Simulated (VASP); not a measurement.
# WC (Amm2) in VASP: notebook

WC is run at these levels: PBE; tasks: single point.

All numbers are computed with VASP 6.6.1; they aren't measurements. Logs are shortened: lines on timing, memory, paths and dates and some standing lists are left out, and cuts for length are marked.

### Step 1. The cell of the first run

The structure is orthorhombic, space group Amm2 (No. 38). Conventional cell: a = 2.847 Å, b = 2.805 Å, c = 5.061 Å, α = 90.00°, β = 90.00°, γ = 90.00°. Within 2.9 Å of W (site symmetry mm2) lie 6 C at 2.17 to 2.21 Å and 8 W at 2.80 to 2.89 Å. Within 2.9 Å of C (site symmetry mm2) lie 6 W at 2.17 to 2.21 Å and 8 C at 2.80 to 2.89 Å.

### Step 2. Single point, PBE (strain -0.0400 x Voigt [1, 0, 0, 0, 0, 0])

The input, INCAR:

```
PREC = Accurate
ENCUT = 520
EDIFF = 1E-6
ISMEAR = 0
SIGMA = 0.15
LREAL = F
LASPH = T
NELM = 80
ALGO = Fast
ISIF = 2
LWAVE = F
LCHARG = T
GGA = PE
LELF = T
LVHAR = T
NBANDS = 16
```

The input, KPOINTS:

```
Automatic mesh
0
Gamma
  24 24 22
```

The input, POSCAR:

```
WC
1.0
    2.8049007849      0.0000000000      0.0000000000
   -1.4024503925      2.5303284738      0.0000000000
    0.0000000000      0.0000000000      2.8470758829
W C
1 1
Direct
    0.0000000000      0.0000000000      0.0000000000
    0.6666666667      0.3333333333      0.5000000000
```

Potentials or basis: VASP PAW PBE potentials, release 64 (W_sv, C).

On the command line:

```bash
$ cat potpaw_PBE.64/W_sv/POTCAR potpaw_PBE.64/C/POTCAR > POTCAR
$ mpirun -np 1 vasp_std > vasp.out
```

OUTCAR:

```text
PREC = Accurate
   ENCUT = 520
   EDIFF = 1E-6
   ISMEAR = 0
   LREAL = F
   LASPH = T
   NELM = 80
   ISIF = 2
   GGA = PE

 ion  position               nearest neighbor table
   1  0.000  0.000  0.000-   2 2.17   2 2.17   2 2.17   2 2.17   2 2.21   2 2.21
   2  0.667  0.333  0.500-   1 2.17   1 2.17   1 2.17   1 2.17   1 2.21   1 2.21

  LATTYP: Found a base centered orthorhombic cell.
 ALAT       =     2.8049007849
 B/A-ratio  =     1.8042195912
 C/A-ratio  =     1.0150362174

  Lattice vectors:

 A1 = (   1.4024503925,  -2.5303284738,   0.0000000000)
 A2 = (   1.4024503924,   2.5303284738,   0.0000000000)
 A3 = (   0.0000000000,   0.0000000000,   2.8470758829)

Analysis of symmetry for initial positions (statically):
=====================================================================
 Subroutine PRICEL returns:
 Original cell was already a primitive cell.

 Routine SETGRP: Setting up the symmetry group for a
 base centered orthorhombic supercell.

 Subroutine GETGRP returns: Found  4 space group operations
 (whereof  4 operations were pure point group operations)
 out of a pool of  8 trial point group operations.

The static configuration has the point symmetry C_2v.

Analysis of symmetry for dynamics (positions and initial velocities):
=====================================================================
 Subroutine PRICEL returns:
 Original cell was already a primitive cell.

 Routine SETGRP: Setting up the symmetry group for a
 base centered orthorhombic supercell.

 Subroutine GETGRP returns: Found  4 space group operations
 (whereof  4 operations were pure point group operations)
 out of a pool of  8 trial point group operations.

The dynamic configuration has the point symmetry C_2v.

 Subroutine INISYM returns: Found  4 space group operations
 (whereof  4 operations are pure point group operations),
 and found     1 'primitive' translations

----------------------------------------------------------------------------------------

                                     Primitive cell

  volume of cell :      20.2066

  direct lattice vectors                    reciprocal lattice vectors
     2.804900785  0.000000000  0.000000000     0.356518849  0.197602803  0.000000000
    -1.402450393  2.530328474  0.000000000     0.000000000  0.395205607  0.000000000
     0.000000000  0.000000000  2.847075883     0.000000000  0.000000000  0.351237565

  length of vectors
     2.804900785  2.892996593  2.847075883     0.407618152  0.395205607  0.351237565

[... 76 lines left out ...]
   LSORBIT =      F    spin-orbit coupling
   LASPH  =      T    aspherical Exc in radial PAW
   ENCUT  =  520.0 eV  38.22 Ry    6.18 a.u.   5.22  5.38  5.29*2*pi/ulx,y,z
   NELM   =     80;   NELMIN=  2; NELMDL= -5     # of ELM steps
   EDIFF  = 0.1E-05   stopping-criterion for ELM
   LREAL  =      F    real-space projection
   EDIFFG = 0.1E-04   stopping-criterion for IOM
   NSW    =      0    number of steps for IOM
   IBRION =     -1    ionic relax: 0-MD 1-quasi-New 2-CG
   NFREE  =      0    steps in history (QN), initial steepest desc. (CG)
   ISIF   =      2    stress and relaxation
   ISYM   =      2    0-nonsym 1-usesym 2-fastsym
   POTIM  = 0.5000    time-step for ionic-motion
   TEBEG  =    0.0;   TEEND  =   0.0 temperature during run
   PSTRESS=    0.0 pullay stress
   NELECT =      18.0000    total number of electrons
   NUPDOWN=      -1.0000    fix difference up-down
   EMIN   =  10.00;   EMAX   =-10.00  energy-range for DOS
   EFERMI =   0.00;   METHOD = LEGACY
   ISMEAR =     0;   SIGMA  =   0.15  broadening in eV -4-tet -1-fermi 0-gaus
   EFERMI_NEDOS =   21; number of points for ismear=-14 and -15
   IALGO  =     68    algorithm
   IMIX   =      4    mixing-type and parameters
     AMIX     =   0.40;   BMIX     =  1.00
     AMIX_MAG =   1.60;   BMIX_MAG =  1.00
  volume/ion in A,a.u.               =      10.10        68.18
  Fermi-wavevector in a.u.,A,eV,Ry     =   1.575196  2.976688 33.759340  2.481241
  Thomas-Fermi vector in A             =   2.676216
   LORBIT       =      0    0 simple, 1 ext, 2 COOP (PROOUT), +10 PAW based schemes
   GGA     = PE    functional components
   LHFCALC =     F    Hartree Fock is set to
   AEXX    =    0.0000 exact exchange contribution
   IVDW    =     0    specifies the selected vdW correction
   LEPSILON=     F    determine dielectric tensor
   LRPA    =     F    only Hartree local field effects (RPA)
 non-spin polarized calculation
 RMM-DIIS sequential band-by-band and
 Gauss-broadening in eV      SIGMA  =   0.15
  energy-cutoff  :      520.00
  volume of cell :       20.21
 maximum number of plane-waves:       561
 NGX is ok and might be reduce to    24
   NGX = 11   NGY = 11   NGZ = 11

 number of electron      18.0000000 magnetization

 Free energy of the ion-electron system (eV)
  ---------------------------------------------------
  ext. energy  EPLUGINS =         0.00000000
  ---------------------------------------------------
  free energy    TOTEN  =       -22.36086794 eV

  energy without entropy =      -22.35787856  energy(sigma->0) =      -22.35937325

 E-fermi :  11.4819     XC(G=0): -13.9526

 val. band max:       11.4754697552   @ k =   0.4167   0.0833   0.4545
 cond. band min:      11.4833401019   @ k =   0.3750   0.2917   0.0455
 fundamental gap:      0.0078703467
 Fermi energy:        11.4819324074

 k-point     1 :       0.0000    0.0000    0.0000
  band No.  band energies     occupation
      1     -62.4880      2.00000
      2     -26.5100      2.00000
      3     -26.3751      2.00000
      4     -26.2775      2.00000
      5      -3.1837      2.00000
      6       6.9475      2.00000
[... 433 lines left out ...]
      3     -26.5903      2.00000
      4     -26.3741      2.00000
      5       0.2036      2.00000
      6       4.5146      2.00000
[... 8 lines left out ...]
     15      25.2785      0.00000
     16      29.9505      0.00000

 [... further k-points ...]
[... 5 lines left out ...]
  --------------------------------------------------------------------------------------
  -------------------------------------------------------------------------------------
  Total        4.3649146      1.3462632      1.1464539     -0.0000000      0.0000000      0.0000000
  in kB      346.0930550    106.7448955     90.9020617     -0.0000000      0.0000000      0.0000000
  external PRESSURE =     181.2466707 kB  Pullay stress =       0.0000000 kB

 VOLUME and BASIS-vectors are now :
 -----------------------------------------------------------------------------
  energy-cutoff  :      520.00
  volume of cell :       20.21
      direct lattice vectors                 reciprocal lattice vectors
     2.804900785  0.000000000  0.000000000     0.356518849  0.197602803  0.000000000
    -1.402450393  2.530328474  0.000000000     0.000000000  0.395205607  0.000000000
     0.000000000  0.000000000  2.847075883     0.000000000  0.000000000  0.351237565

 POSITION                                       TOTAL-FORCE (eV/Angst)
 -----------------------------------------------------------------------------------
      0.00000      0.00000      0.00000         0.000000     -0.239298      0.000000
      1.40245      0.84344      1.42354        -0.000000      0.239298      0.000000
 -----------------------------------------------------------------------------------
    total drift:                               -0.000000      0.000003      0.000000

  FREE ENERGIE OF THE ION-ELECTRON SYSTEM (eV)
  ---------------------------------------------------
  free  energy   TOTEN  =       -22.3608679362 eV

  energy  without entropy=      -22.3578785566  energy(sigma->0) =      -22.35937325
```

Wall time 15 min (1 thread of Oxide Virtual Turin-like, shared host); peak memory 0.63 GiB.

Results:

```
Free energy            : -22.3609 eV
Pressure               : 18.1 GPa
Largest force          : 0.239 eV/Å
Band gap on the k mesh : zero (bands 9 and 10 overlap by 1.16 eV)
```

Forces on the atoms (eV/Å):
```
W    0.000 -0.239  0.000
C    0.000  0.239  0.000
```

Caveat: the cell differs from its parent crystal (strain -0.0400 x Voigt [1, 0, 0, 0, 0, 0]); the stress differs along the axes, from 9 to 35 GPa; spin-orbit coupling is left out, which moves the levels of the heavy elements.

### Step 3. Single point, PBE (strain -0.0200 x Voigt [1, 0, 0, 0, 0, 0])

The input, INCAR:

```
  PREC = Accurate
  ENCUT = 520
  EDIFF = 1E-6
  ISMEAR = 0
  SIGMA = 0.15
  LREAL = False
  LASPH = True
  NELM = 80
  ALGO = Fast
  ISIF = 2
  LWAVE = False
  LCHARG = True
  GGA = PE
  LELF = True
  LVHAR = True
  NBANDS = 16
```

The input, KPOINTS:

```
regular mesh
0
Gamma
  24 24 22
```

The input, POSCAR:

```
WC
1.0
    2.8633362180      0.0000000000      0.0000000000
   -1.4316681090      2.5303284738      0.0000000000
    0.0000000000      0.0000000000      2.8470758829
W C
1 1
Direct
    0.0000000000      0.0000000000      0.0000000000
    0.6666666667      0.3333333333      0.5000000000
```

Potentials or basis: VASP PAW PBE potentials, release 64 (W_sv, C).

On the command line:

```bash
$ cat potpaw_PBE.64/W_sv/POTCAR potpaw_PBE.64/C/POTCAR > POTCAR
$ mpirun -np 1 vasp_std > vasp.out
```

It took 16 min on 1 thread of Oxide Virtual Turin-like, shared host; peak memory 0.63 GiB.

It converged, with:

```yaml
Free_energy: -22.4277 eV
Pressure: 9.1 GPa
Largest_force: 0.110 eV/Å
Band_gap_on_the_k_mesh: zero (bands 9 and 10 overlap by 1.24 eV)
```

Forces in eV/Å, atoms in the order of the input:
```
W    0.000 -0.110  0.000
C    0.000  0.110  0.000
```

Stress tensor (GPa, compression positive):
```
16.62  0.00  0.00
 0.00  5.72  0.00
 0.00  0.00  4.88
```

Levels at points of the mesh, in eV from the Fermi level:
| k point | band 7 | band 8 | band 9 | band 10 | band 11 | band 12 |
| --- | --- | --- | --- | --- | --- | --- |
| (0.00, 0.00, 0.00) | -3.46 | -3.12 | 0.00 | 3.21 | 3.29 | 5.52 |
| (0.50, 0.00, 0.00) | -3.74 | -3.57 | -0.48 | 2.27 | 4.56 | 5.11 |
| (0.00, 0.50, 0.00) | -3.73 | -3.65 | -0.29 | 2.44 | 4.61 | 5.00 |
| (0.00, 0.00, 0.50) | -2.00 | -1.89 | -0.80 | -0.40 | 3.54 | 4.46 |
| (0.50, 0.00, 0.50) | -4.38 | -4.21 | 0.35 | 4.53 | 5.34 | 6.65 |
| (0.00, 0.50, 0.50) | -4.23 | -4.11 | 0.13 | 4.46 | 5.25 | 6.76 |

Caveat: the cell differs from its parent crystal (strain -0.0200 x Voigt [1, 0, 0, 0, 0, 0]); the stress differs along the axes, from 5 to 17 GPa; spin-orbit coupling is left out, which moves the levels of the heavy elements.

### Step 4. Single point, PBE (strain +0.0100 x Voigt [1, 0, 0, 0, 0, 0])

The input, INCAR:

```
ALGO = Fast ; EDIFF = 1E-7
ENCUT = 520 ; GGA = PE
ISIF = 2 ; ISMEAR = 0
LASPH = True ; LCHARG = False
LREAL = False ; LWAVE = False
NBANDS = 16 ; NELM = 60
PREC = Accurate ; SIGMA = 0.15
```

The input, KPOINTS:

```
k-points
0
Gamma
  24 24 22
```

The input, POSCAR:

```
WC
1.0
    2.9509893675      0.0000000000      0.0000000000
   -1.4754946837      2.5303284738      0.0000000000
    0.0000000000      0.0000000000      2.8470758829
W C
1 1
Direct
    0.0000000000      0.0000000000      0.0000000000
    0.6666666667      0.3333333333      0.5000000000
```

On the command line:

```bash
$ cat potpaw_PBE.64/W_sv/POTCAR potpaw_PBE.64/C/POTCAR > POTCAR
$ mpirun -np 1 vasp_std > vasp.out
```

Wall time 19 min (1 thread of Oxide Virtual Turin-like, shared host); peak memory 0.66 GiB.

It converged, with:

| Property | Result |
| --- | --- |
| Free energy | -22.4476 eV |
| Pressure | -2.5 GPa |
| Largest force | 0.047 eV/Å |
| Band gap on the k mesh | zero (bands 9 and 10 overlap by 1.27 eV) |

Forces in eV/Å, atoms in the order of the input:
```
W    0.000  0.047  0.000
C    0.000 -0.047  0.000
```

Stress tensor (GPa, compression positive):
```
-5.82  0.00  0.00
 0.00 -1.04  0.00
 0.00  0.00 -0.58
```

Levels at points of the mesh, in eV from the Fermi level:
```csv
k point,band 7,band 8,band 9,band 10,band 11,band 12
"(0.00, 0.00, 0.00)",-3.36,-3.20,0.14,3.11,3.15,5.47
"(0.50, 0.00, 0.00)",-3.47,-3.44,-0.47,2.32,4.32,4.67
"(0.00, 0.50, 0.00)",-3.45,-3.44,-0.56,2.24,4.35,4.66
"(0.00, 0.00, 0.50)",-2.04,-1.99,-0.65,-0.46,3.68,4.36
"(0.50, 0.00, 0.50)",-4.21,-4.12,0.22,4.22,5.15,6.43
"(0.00, 0.50, 0.50)",-4.32,-4.12,0.32,4.27,5.18,6.38
```

Caveat: the cell differs from its parent crystal (strain +0.0100 x Voigt [1, 0, 0, 0, 0, 0]); the stress differs along the axes, from -6 to -1 GPa; spin-orbit coupling is left out, which moves the levels of the heavy elements.

### Step 5. The runs side by side

```tsv
cell	further INCAR settings	gap on the mesh (eV)	pressure (GPa)	largest force (eV/Å)
a = 2.805, b = 2.893, c = 2.847 Å, angles 90.0, 90.0, 119.0°, 2 atoms	ALGO = Fast; EDIFF = 1e-06; NBANDS = 16	none	18.1	0.24
a = 2.863, b = 2.907, c = 2.847 Å, angles 90.0, 90.0, 119.5°, 2 atoms	ALGO = Fast; EDIFF = 1e-06; NBANDS = 16	none	9.1	0.11
a = 2.951, b = 2.929, c = 2.847 Å, angles 90.0, 90.0, 120.2°, 2 atoms	ALGO = Fast; EDIFF = 1e-07; NBANDS = 16	none	-2.5	0.05
```

Alike in all rows: task single point; level PBE; potentials or basis VASP PAW PBE potentials, release 64 (W_sv, C); no spin polarisation; k mesh 24 × 24 × 22; cutoff (eV) 520; smearing gaussian 0.15 eV.

Caveats: spin-orbit coupling is left out, which moves the levels of the heavy elements; the stress differs along the axes, from 9 to 35 GPa (at least some runs); the stress differs along the axes, from 5 to 17 GPa (at least some runs); the stress differs along the axes, from -6 to -1 GPa (at least some runs).

Absolute energies hang on the potentials; compare differences alone.
